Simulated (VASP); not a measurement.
Wanted: the native input for a VASP 6.6.1 run.

| Property | Result |
| --- | --- |
| Task | single point |
| Functional | PBE |
| Dispersion | D3(BJ) |
| Potentials or basis | VASP PAW PBE potentials, release 64 (Ti_sv, H) |
| Cutoff | 520 eV |
| k mesh | 2 × 2 × 2 |
| Occupations | fermi-dirac, width 0.05 eV |
| Spin | no spin polarisation |
| Dipole correction | no |
| Further INCAR settings | ALGO = Normal; EDIFF = 1e-07; NBANDS = 84 |

The structure of Ti12H (a cell with a defect) lies in POSCAR:

```
Ti12H
1.0
    5.9000000000      0.0000000000      0.0000000000
   -4.4250000000      7.6643250000      0.0000000000
    0.0000000000      0.0000000000      4.6846000000
Ti H
12 1
Direct
    0.0219340993      0.0081155222     -0.0120394484
    0.1661829306      0.2145263934      0.4824317978
    0.0037821209      0.3380597770     -0.0078982197
    0.1488542702      0.5350373321      0.4980361183
   -0.0188618099      0.6660599596      0.0047175853
    0.1333784157      0.8757587915      0.5309524826
    0.5213486073      0.0091201769      0.0081330316
    0.6408230586      0.2121256601      0.4887076805
    0.5212558332      0.3470755742     -0.0082184178
    0.6773050026      0.5637287041      0.5159458652
    0.4889893858      0.6633982771      0.0275583828
    0.6681066410      0.8829218490      0.4930410280
    0.3768512743      0.8151011342      0.7518037826
```

The input as run:

INCAR

```
ALGO = Normal ; EDIFF = 1E-7
ENCUT = 520 ; GGA = PE
ISIF = 2 ; ISMEAR = -1
IVDW = 12 ; LASPH = T
LCHARG = F ; LREAL = F
LWAVE = F ; NBANDS = 84
NELM = 60 ; PREC = Accurate
SIGMA = 0.05
```

KPOINTS

```
k-points
0
Gamma
  2 2 2
```

Potentials or basis: VASP PAW PBE potentials, release 64 (Ti_sv, H).

Command:

```bash
$ cat potpaw_PBE.64/Ti_sv/POTCAR potpaw_PBE.64/H/POTCAR > POTCAR
$ mpirun -np 1 vasp_std > vasp.out
```

It gave:

| Property | Result |
| --- | --- |
| Pressure | -6.0 GPa |
| Largest force | 1.464 eV/Å |
| Band gap on the k mesh | zero (an odd number of electrons rules out a gap without spin polarisation) |
| Dispersion energy per atom | -0.561 eV |

Caveat: the k points lie up to 0.67 Å⁻¹ apart, too coarse for converged energies and pressures of a metal.

It took 6.7 min on 1 thread of Intel(R) Xeon(R) Platinum 8259CL CPU @ 2.50GHz (Skylake/Cascade Lake), on a shared host, peak memory 0.39 GiB.
